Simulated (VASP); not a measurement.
# Ti (P6_3/mmc) in VASP: notebook

The runs below take Ti through single point, with PBE.

All numbers are computed with VASP 6.6.1; they aren't measurements. Logs are shortened: lines on timing, memory, paths and dates and some standing lists are left out, and cuts for length are marked.

### 1 The cell of the first run

It takes space group P6_3/mmc (No. 194, hexagonal). Conventional cell: a = 2.906 Å, b = 2.906 Å, c = 4.616 Å, α = 90.00°, β = 90.00°, γ = 120.00°. Within 3.8 Å of Ti (site symmetry -6m2) lie 12 Ti at 2.85 to 2.91 Å.

### 2 Single point, PBE (strain -0.015 along x and y, -0.015 along z)

File INCAR:

```
SYSTEM = Ti
ALGO = Fast
EDIFF = 1E-6
ENCUT = 520
GGA = PE
ISIF = 2
ISMEAR = 0
LASPH = .TRUE.
LCHARG = .FALSE.
LREAL = .FALSE.
LWAVE = .FALSE.
NBANDS = 19
NELM = 100
PREC = Accurate
SIGMA = 0.15
```

File KPOINTS:

```
k-points
0
G
  18 18 10
  0 0 0
```

File POSCAR:

```
Ti
1.0
    2.9057478925      0.0000000000      0.0000000000
   -1.4528739462      2.5164514919      0.0000000000
    0.0000000000      0.0000000000      4.6157100000
Ti
2
Direct
    0.3333333333      0.6666666667      0.2500000000
    0.6666666667      0.3333333333      0.7500000000
```

Potentials or basis: VASP PAW PBE potentials, release 64 (Ti_sv).

Started as:

```bash
$ cat potpaw_PBE.64/Ti_sv/POTCAR > POTCAR
$ mpirun -np 1 vasp_std > vasp.out
```

OUTCAR:

```text
SYSTEM = Ti
   EDIFF = 1E-6
   ENCUT = 520
   GGA = PE
   ISIF = 2
   ISMEAR = 0
   LASPH = .TRUE.
   LREAL = .FALSE.
   NELM = 100
   PREC = Accurate

 ion  position               nearest neighbor table
   1  0.333  0.667  0.250-   2 2.85   2 2.85   2 2.85   2 2.85   2 2.85   2 2.85
   2  0.667  0.333  0.750-   1 2.85   1 2.85   1 2.85   1 2.85   1 2.85   1 2.85

  LATTYP: Found a hexagonal cell.
 ALAT       =     2.9057478925
 C/A-ratio  =     1.5884757284

  Lattice vectors:

 A1 = (   2.9057478925,   0.0000000000,   0.0000000000)
 A2 = (  -1.4528739462,   2.5164514919,   0.0000000000)
 A3 = (   0.0000000000,   0.0000000000,   4.6157100000)

Analysis of symmetry for initial positions (statically):
=====================================================================
 Subroutine PRICEL returns:
 Original cell was already a primitive cell.

 Routine SETGRP: Setting up the symmetry group for a
 hexagonal supercell.

 Subroutine GETGRP returns: Found 24 space group operations
 (whereof 12 operations were pure point group operations)
 out of a pool of 24 trial point group operations.

The static configuration has the point symmetry D_3d.
 The point group associated with its full space group is D_6h.

Analysis of symmetry for dynamics (positions and initial velocities):
=====================================================================
 Subroutine PRICEL returns:
 Original cell was already a primitive cell.

 Routine SETGRP: Setting up the symmetry group for a
 hexagonal supercell.

 Subroutine GETGRP returns: Found 24 space group operations
 (whereof 12 operations were pure point group operations)
 out of a pool of 24 trial point group operations.

The dynamic configuration has the point symmetry D_3d.
 The point group associated with its full space group is D_6h.

 Subroutine INISYM returns: Found 24 space group operations
 (whereof 12 operations are pure point group operations),
 and found     1 'primitive' translations

----------------------------------------------------------------------------------------

                                     Primitive cell

  volume of cell :      33.7509

  direct lattice vectors                    reciprocal lattice vectors
     2.905747892  0.000000000  0.000000000     0.344145479  0.198692485  0.000000000
    -1.452873946  2.516451492  0.000000000     0.000000000  0.397384970  0.000000000
     0.000000000  0.000000000  4.615710000     0.000000000  0.000000000  0.216651393

[... 82 lines left out ...]
   NELM   =    100;   NELMIN=  2; NELMDL= -5     # of ELM steps
   EDIFF  = 0.1E-05   stopping-criterion for ELM
   LREAL  =      F    real-space projection
   EDIFFG = 0.1E-04   stopping-criterion for IOM
   NSW    =      0    number of steps for IOM
   IBRION =     -1    ionic relax: 0-MD 1-quasi-New 2-CG
   NFREE  =      0    steps in history (QN), initial steepest desc. (CG)
   ISIF   =      2    stress and relaxation
   ISYM   =      2    0-nonsym 1-usesym 2-fastsym
   POTIM  = 0.5000    time-step for ionic-motion
   TEBEG  =    0.0;   TEEND  =   0.0 temperature during run
   PSTRESS=    0.0 pullay stress
   NELECT =      24.0000    total number of electrons
   NUPDOWN=      -1.0000    fix difference up-down
   EMIN   =  10.00;   EMAX   =-10.00  energy-range for DOS
   EFERMI =   0.00;   METHOD = LEGACY
   ISMEAR =     0;   SIGMA  =   0.15  broadening in eV -4-tet -1-fermi 0-gaus
   EFERMI_NEDOS =   21; number of points for ismear=-14 and -15
   IALGO  =     68    algorithm
   IMIX   =      4    mixing-type and parameters
     AMIX     =   0.40;   BMIX     =  1.00
     AMIX_MAG =   1.60;   BMIX_MAG =  1.00
  volume/ion in A,a.u.               =      16.88       113.88
  Fermi-wavevector in a.u.,A,eV,Ry     =   1.461224  2.761314 29.050842  2.135177
  Thomas-Fermi vector in A             =   2.577581
   LORBIT       =      0    0 simple, 1 ext, 2 COOP (PROOUT), +10 PAW based schemes
   GGA     = PE    functional components
   LHFCALC =     F    Hartree Fock is set to
   AEXX    =    0.0000 exact exchange contribution
   IVDW    =     0    specifies the selected vdW correction
   LEPSILON=     F    determine dielectric tensor
   LRPA    =     F    only Hartree local field effects (RPA)
 non-spin polarized calculation
 RMM-DIIS sequential band-by-band and
 Gauss-broadening in eV      SIGMA  =   0.15
  energy-cutoff  :      520.00
  volume of cell :       33.75
 maximum number of plane-waves:       935
 NGX is ok and might be reduce to    24
   NGX = 11   NGY = 11   NGZ = 17

 number of electron      23.9999999 magnetization

 Free energy of the ion-electron system (eV)
  ---------------------------------------------------
  ext. energy  EPLUGINS =         0.00000000
  ---------------------------------------------------
  free energy    TOTEN  =       -15.67356331 eV

  energy without entropy =      -15.65097170  energy(sigma->0) =      -15.66226751

 E-fermi :   8.6446     XC(G=0): -11.6339

 val. band max:        8.6360604454   @ k =   0.1667  -0.0000   0.1000
 cond. band min:       8.6455443545   @ k =   0.3333   0.1667   0.4000
 fundamental gap:      0.0094839091
 Fermi energy:         8.6445713880

 k-point     1 :       0.0000    0.0000    0.0000
  band No.  band energies     occupation
      1     -48.1667      2.00000
      2     -48.0147      2.00000
      3     -24.7848      2.00000
      4     -24.0843      2.00000
      5     -24.0843      2.00000
      6     -24.0124      2.00000
[... 505 lines left out ...]
      6     -24.2673      2.00000
[... 11 lines left out ...]
     18      12.2473      0.00000
     19      13.0324      0.00000

 [... further k-points ...]

------------------------ aborting loop because EDIFF is reached ----------------------------------------

  FORCE on cell =-STRESS in cart. coord.  units (eV):
  Direction    XX          YY          ZZ          XY          YZ          ZX
  --------------------------------------------------------------------------------------
  -------------------------------------------------------------------------------------
  Total        0.6744528      0.6744528      0.5942364      0.0000000     -0.0000000      0.0000000
  in kB       32.0167430     32.0167430     28.2088147      0.0000000     -0.0000000      0.0000000
  external PRESSURE =      30.7474336 kB  Pullay stress =       0.0000000 kB

 VOLUME and BASIS-vectors are now :
 -----------------------------------------------------------------------------
  energy-cutoff  :      520.00
  volume of cell :       33.75
      direct lattice vectors                 reciprocal lattice vectors
     2.905747892  0.000000000  0.000000000     0.344145479  0.198692485  0.000000000
    -1.452873946  2.516451492  0.000000000     0.000000000  0.397384970  0.000000000
     0.000000000  0.000000000  4.615710000     0.000000000  0.000000000  0.216651393

 POSITION                                       TOTAL-FORCE (eV/Angst)
 -----------------------------------------------------------------------------------
     -0.00000      1.67763      1.15393         0.000000      0.000000      0.000000
      1.45287      0.83882      3.46178        -0.000000     -0.000000      0.000000
 -----------------------------------------------------------------------------------
    total drift:                               -0.000000      0.000000     -0.000000

  FREE ENERGIE OF THE ION-ELECTRON SYSTEM (eV)
  ---------------------------------------------------
  free  energy   TOTEN  =       -15.6735633120 eV

  energy  without entropy=      -15.6509716987  energy(sigma->0) =      -15.66226751
```

OSZICAR:

```text
N       E                     dE             d eps       ncg     rms          rms(c)
DAV:   1     0.262913883800E+03    0.26291E+03   -0.13024E+04  8460   0.159E+03
DAV:   2     0.129026397835E+02   -0.25001E+03   -0.24595E+03  8679   0.441E+02
DAV:   3    -0.163707166816E+02   -0.29273E+02   -0.28909E+02 15648   0.125E+02
[... 29 lines left out ...]
RMM:  33    -0.156735593846E+02   -0.18293E-05   -0.21985E-05  8839   0.165E-02    0.107E-02
RMM:  34    -0.156735605284E+02   -0.11438E-05   -0.14889E-05  8613   0.153E-02    0.109E-02
RMM:  35    -0.156735617698E+02   -0.12414E-05   -0.14479E-05  8076   0.138E-02    0.118E-02
RMM:  36    -0.156735625938E+02   -0.82401E-06   -0.10688E-05  7813   0.128E-02    0.120E-02
RMM:  37    -0.156735633120E+02   -0.71815E-06   -0.91945E-06  7791   0.119E-02
   1 F= -.15673563E+02 E0= -.15662268E+02  d E =-.225916E-01
```

Wall time 2.4 min (1 thread of Intel Xeon 6975P-C (Granite Rapids), shared host); peak memory 0.24 GiB.

Results:

```
Free energy            : -15.6736 eV
Pressure               : 3.1 GPa
Band gap on the k mesh : zero (band 12 reaches 9.44 eV, above the bottom of band 13 at 8.32 eV)
```

Caveat: the cell differs from its parent crystal (strain -0.015 along x and y, -0.015 along z).

### 3 Single point, PBE (strain -0.030 along x and y, +0.030 along z)

File INCAR:

```
  ALGO = Fast
  EDIFF = 1E-6
  ENCUT = 520
  GGA = PE
  ISIF = 2
  ISMEAR = 0
  LASPH = True
  LCHARG = False
  LREAL = False
  LWAVE = False
  NBANDS = 19
  NELM = 60
  PREC = Accurate
  SIGMA = 0.15
```

File KPOINTS:

```
k-points
0
Gamma
  18 18 10
```

File POSCAR:

```
Ti
1.0
    2.8614979246      0.0000000000      0.0000000000
   -1.4307489623      2.4781298956      0.0000000000
    0.0000000000      0.0000000000      4.8265800000
Ti
2
Direct
    0.3333333333      0.6666666667      0.2500000000
    0.6666666667      0.3333333333      0.7500000000
```

Potentials or basis: VASP PAW PBE potentials, release 64 (Ti_sv).

Started as:

```bash
$ cat potpaw_PBE.64/Ti_sv/POTCAR > POTCAR
$ mpirun -np 1 vasp_std > vasp.out
```

Wall time 2.3 min (1 thread of Intel Xeon 6975P-C (Granite Rapids), shared host); peak memory 0.24 GiB.

It converged, with:

```
Free energy            : -15.6489 eV
Pressure               : 1.5 GPa
Band gap on the k mesh : zero (band 12 reaches 9.00 eV, above the bottom of band 13 at 8.14 eV)
```

Stress tensor (GPa, compression positive):
```
 3.86  0.00  0.00
 0.00  3.86  0.00
 0.00  0.00 -3.08
```

Levels at points of the mesh, in eV from the Fermi level:
| k point | band 9 | band 10 | band 11 | band 12 | band 13 | band 14 | band 15 | band 16 |
| --- | --- | --- | --- | --- | --- | --- | --- | --- |
| (0.00, 0.00, 0.00) | -6.22 | -2.76 | 0.28 | 0.53 | 0.88 | 0.88 | 1.28 | 1.28 |
| (0.50, 0.00, 0.00) | -2.29 | -2.16 | -1.92 | -0.35 | 0.43 | 0.83 | 0.99 | 3.54 |
| (0.00, 0.00, 0.50) | -4.49 | -4.49 | -0.15 | -0.15 | 0.86 | 0.86 | 0.86 | 0.86 |
| (0.50, 0.00, 0.50) | -2.56 | -2.56 | -0.94 | -0.94 | 1.46 | 1.46 | 1.96 | 1.96 |

Caveat: the cell differs from its parent crystal (strain -0.030 along x and y, +0.030 along z).

### 4 Single point, PBE (strain +0.000 along x and y, -0.030 along z)

File INCAR:

```
  PREC = Accurate
  ENCUT = 520
  EDIFF = 1E-7
  ISMEAR = 0
  SIGMA = 0.15
  LREAL = F
  LASPH = T
  NELM = 100
  ALGO = Fast
  ISIF = 2
  LWAVE = F
  LCHARG = F
  GGA = PE
  NBANDS = 19
```

File KPOINTS:

```
Automatic mesh
0
Gamma
  18 18 10
```

File POSCAR:

```
Ti
1.0
    2.9499978604      0.0000000000      0.0000000000
   -1.4749989302      2.5547730882      0.0000000000
    0.0000000000      0.0000000000      4.5454200000
Ti
2
Direct
    0.3333333333      0.6666666667      0.2500000000
    0.6666666667      0.3333333333      0.7500000000
```

Started as:

```bash
$ cat potpaw_PBE.64/Ti_sv/POTCAR > POTCAR
$ mpirun -np 1 vasp_std > vasp.out
```

Wall time 3.2 min (1 thread of Intel Xeon 6975P-C (Granite Rapids), shared host); peak memory 0.24 GiB.

It converged, with:

- Free energy: -15.6753 eV
- Pressure: 1.5 GPa
- Band gap on the k mesh: zero (band 12 reaches 9.29 eV, above the bottom of band 13 at 8.17 eV)

Stress tensor (GPa, compression positive):
```
0.44 0.00 0.00
0.00 0.44 0.00
0.00 0.00 3.53
```

Levels at points of the mesh, in eV from the Fermi level:
```
           k point  band 9  band 10  band 11  band 12  band 13  band 14  band 15  band 16
(0.00, 0.00, 0.00)   -6.25    -2.72     0.74     0.74     1.06     1.07     1.29     1.29
(0.50, 0.00, 0.00)   -2.40    -2.22    -1.85    -0.72     0.34     0.74     1.30     3.29
(0.00, 0.00, 0.50)   -4.31    -4.31     0.19     0.19     0.60     0.60     0.60     0.60
(0.50, 0.00, 0.50)   -2.58    -2.58    -0.78    -0.78     1.34     1.34     1.67     1.67
```

Caveat: the cell differs from its parent crystal (strain +0.000 along x and y, -0.030 along z).

(Part 1 of 2 ends here.)
